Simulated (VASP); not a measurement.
# SiO2 (rutile type): single point with PBEsol

The system is SiO2 (rutile type).

```
Si O
1.0
     4.19475    0.00000    0.00000
     0.00000    4.19475    0.00000
     0.00000    0.00000    2.67837
Si O
2 4
Direct
  0.00000 0.00000 0.00000
  0.50000 0.50000 0.50000
  0.30607 0.30607 0.00000
  0.69393 0.69393 0.00000
  0.80607 0.19393 0.50000
  0.19393 0.80607 0.50000
```

```yaml
Program: VASP 6.6.1
Task: single point
Functional: PBEsol
Potentials_or_basis: VASP PAW PBE potentials, release 64 (Si, O)
Cutoff: 520 eV
k_mesh: 8 × 8 × 11
Occupations: fermi-dirac, width 0.05 eV
Spin: no spin polarisation
Dipole_correction: no
Further_INCAR_settings: ALGO = Normal; EDIFF = 1e-07; NBANDS = 25
```

| Item | Value |
| --- | --- |
| Pressure | 0.7 GPa |
| Largest force | 0.036 eV/Å |
| Band gap on the k mesh | 5.36 eV |

Forces on the atoms (eV/Å):
```
Si   0.000  0.000  0.000
Si   0.000  0.000  0.000
O   -0.025 -0.025  0.000
O    0.025  0.025  0.000
O   -0.025  0.025  0.000
O    0.025 -0.025  0.000
```

Stress tensor (GPa, compression positive):
```
0.37 0.00 0.00
0.00 0.37 0.00
0.00 0.00 1.30
```

Levels at points of the mesh, in eV from the valence-band top:
```
           k point  band 12  band 13  band 14  band 15  band 16  band 17  band 18  band 19  band 20  band 21
(0.00, 0.00, 0.00)    -3.13    -2.52    -0.88    -0.88     0.00     5.36     6.47     8.24     8.24    10.84
(0.50, 0.00, 0.00)    -3.88    -2.69    -2.69    -1.07    -1.07     7.50     7.50     8.82     8.82    10.82
(0.50, 0.50, 0.00)    -3.26    -2.68    -2.68    -2.27    -2.27     7.19     7.19     9.81     9.81    12.91
```

Run time: 26 s on 1 thread of Intel(R) Xeon(R) 6975P-C (Granite Rapids), on a shared host, peak memory 0.2 GiB.

Caveat: the PAW data sets were made with another functional, which shifts forces and pressure a little. A k mesh can miss the band edges.
